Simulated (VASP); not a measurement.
## SiC: single point with LDA

The system is SiC.

```xyz
12
Lattice="3.0593 0.0000 0.0000 -1.5296 2.6494 0.0000 0.0000 0.0000 15.0117" Properties=species:S:1:pos:R:3 pbc="T T T"
Si    0.0000    1.7663   12.5046
Si    1.5296    0.8831    4.9988
Si    1.5296    0.8831   10.0053
Si    0.0000    1.7663    2.4995
Si    0.0000    0.0000    7.5017
Si    0.0000    0.0000   15.0075
C     0.0000    0.0000   13.1258
C     0.0000    0.0000    5.6199
C     0.0000    1.7663   10.6284
C     1.5296    0.8831    3.1225
C     1.5296    0.8831    8.1290
C     0.0000    1.7663    0.6232
```

* Program: VASP 6.6.1
* Task: single point
* Functional: LDA
* Potentials or basis: VASP PAW LDA potentials, release 64 (Si, C)
* Cutoff: 520 eV
* k mesh: 12 × 12 × 2
* Occupations: gaussian, width 0.02 eV
* Spin: no spin polarisation

```json
{
  "Pressure": "0.4 GPa",
  "Band gap on the k mesh": "1.97 eV (least direct gap 3.07 eV)"
}
```

Levels at points of the mesh, in eV from the valence-band top:
| k point | band 22 | band 23 | band 24 | band 25 | band 26 | band 27 |
| --- | --- | --- | --- | --- | --- | --- |
| (0.00, 0.00, 0.00) | -0.04 | 0.00 | 0.00 | 5.31 | 5.48 | 5.90 |
| (0.50, 0.00, 0.00) | -1.80 | -1.69 | -1.11 | 1.97 | 2.16 | 3.16 |
| (0.00, 0.00, 0.50) | -0.10 | -0.10 | -0.10 | 5.38 | 5.38 | 6.12 |
| (0.50, 0.00, 0.50) | -1.73 | -1.32 | -1.32 | 2.01 | 2.01 | 3.38 |

It took 2.6 min on 1 thread of AMD EPYC 7R43 64-Core Processor (Zen 3), with other jobs on the host, peak memory 0.22 GiB.

A k mesh can miss the band edges.
